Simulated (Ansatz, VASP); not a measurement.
Two plane-wave programs on Zn4W

```
Zn W
1.0
     7.10797    0.00000    0.00000
     0.00000    7.10797    0.00000
     0.00000    0.00000    2.63909
Zn W
4 1
Direct
  0.32357 0.00000 0.50000
  0.67643 0.00000 0.50000
  0.00000 0.32357 0.50000
  0.00000 0.67643 0.50000
  0.00000 0.00000 0.00000
```

Alike in both runs: task relaxation of cell and atoms; functional PBE; k mesh 4 × 4 × 6; occupations gaussian, width 0.1 eV; no spin polarisation.

|  | VASP | Ansatz |
| --- | --- | --- |
| version | VASP 6.6.1 | Ansatz 0.2.0 |
| potentials or method | VASP PAW PBE potentials, release 64 (Zn, W_sv), cutoff 600 eV | scalar-relativistic, plane waves, PAW |
| valence electrons in the cell | 62 | 62 |

VASP gave:

| Quantity | Value |
| --- | --- |
| gap on the k mesh at the Fermi level, each at its own relaxed structure (eV) | none |
| relaxed volume (Å³/atom) | 26.58 |
| relaxed length of the cell vector where the two differ most in proportion (Å) | 7.231 |

Problem. Which values does Ansatz return?

Solution. gap on the k mesh at the Fermi level, each at its own relaxed structure (eV): none; relaxed volume (Å³/atom): 26.44; relaxed length of the cell vector where the two differ most in proportion (Å): 7.217.

A gap of «none» marks a metal or a gap that the smearing closes.

The k mesh is coarse, so the values compare programs but aren't converged. Spin-orbit coupling is off throughout.
